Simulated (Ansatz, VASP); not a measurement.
**MnO2 in VASP and in Ansatz**

INCAR

```
PREC = Accurate ; ENCUT = 600
EDIFF = 1E-6 ; ISMEAR = 0
SIGMA = 0.05 ; LREAL = False
LASPH = True ; NELM = 200
ALGO = Normal ; ISIF = 2
LWAVE = False ; LCHARG = False
ISPIN = 2 ; MAGMOM = 3 0 0
LORBIT = 11 ; LMAXMIX = 4
LDAU = True ; LDAUTYPE = 2
LDAUL = 2 -1 ; LDAUU = 2 0
LDAUJ = 0 0 ; LDAUPRINT = 1
GGA = PE ; NBANDS = 24
GGA_COMPAT = False
```

The input KPOINTS:

```
Automatic mesh
0
Gamma
  8 8 4
```

Contents of POSCAR:

```
MnO2
1.0
    2.7513669000      0.0000000000      0.0000000000
   -1.3756834500      2.3827536300      0.0000000000
    0.0000000000      0.0000000000      4.4385258500
Mn O
1 2
Direct
    0.0000000000      0.0000000000      0.0000000000
    0.3333333333      0.6666666667      0.2520000000
    0.6666666667      0.3333333333      0.7480000000
```

Input for Ansatz:

```yaml
crystal:
  lattice:
    - [2.7513669, 0.0, 0.0]
    - [-1.37568345, 2.38275363, 0.0]
    - [0.0, 0.0, 4.43852585]
  atoms:
    - { symbol: Mn, position: [0.0, 0.0, 0.0], spin: 3.0 }
    - { symbol: O, position: [0.3333333333, 0.6666666667, 0.252] }
    - { symbol: O, position: [0.6666666667, 0.3333333333, 0.748] }
basis:
  ecutwfc: 420
  ecutrho_ratio: 4
kpoints:
  mp_grid: { grid: [8, 8, 4] }
hamiltonian:
  xc: pbe
  hubbard: { sites: [{ site: 0, l: d, u_eff: 2.0 }] }
scf:
  occupations: { method: gaussian, width: 0.05 }
  lower_state_search: "off"
  max_iter: 150
output:
  forces: true
  stress: true
  eigenvalues: true
  populations: true
  hubbard: { sites: [{ site: 0, l: d }] }
magnetization:
  spin_polarized: true
```

Alike in both runs: task single point; functional PBE; k mesh 8 × 8 × 4; occupations gaussian, width 0.05 eV; collinear spin; Hubbard terms Mn d U = 2.0 eV.

|  | VASP | Ansatz |
| --- | --- | --- |
| version | VASP 6.6.1 | Ansatz 0.2.0 |
| potentials or method | VASP PAW PBE potentials, release 64 (Mn_pv, O), cutoff 600 eV | scalar-relativistic, plane waves, PAW |
| valence electrons in the cell | 25 | 27 |

```csv
,VASP,Ansatz,Ansatz less VASP
gap on the k mesh at the Fermi level (eV),1.44,1.44,+0.003
least direct gap on the mesh (eV),1.77,1.77,+0.001
pressure (GPa),3.9,3.2,-0.68
"traceless stress, the component that is largest in VASP (GPa)",-20.35,-20.55,-0.195
rms of the force components (eV/Å),1.033,1.084,+0.0507
net moment per atom (μB),1.00,1.00,0.000
size of the moment on the site where the two differ most (μB),2.96,2.63,-0.329
```

Site moments also hang on the region over which each program counts them. The programs project onto different local orbitals, so the same U acts differently, and such runs can settle in different states. Atom by atom the forces differ by 0.051 eV/Å (rms over components). VASP's potentials hold 25 valence electrons a cell and Ansatz's 27, so a difference there can come from the potentials and not from the codes.
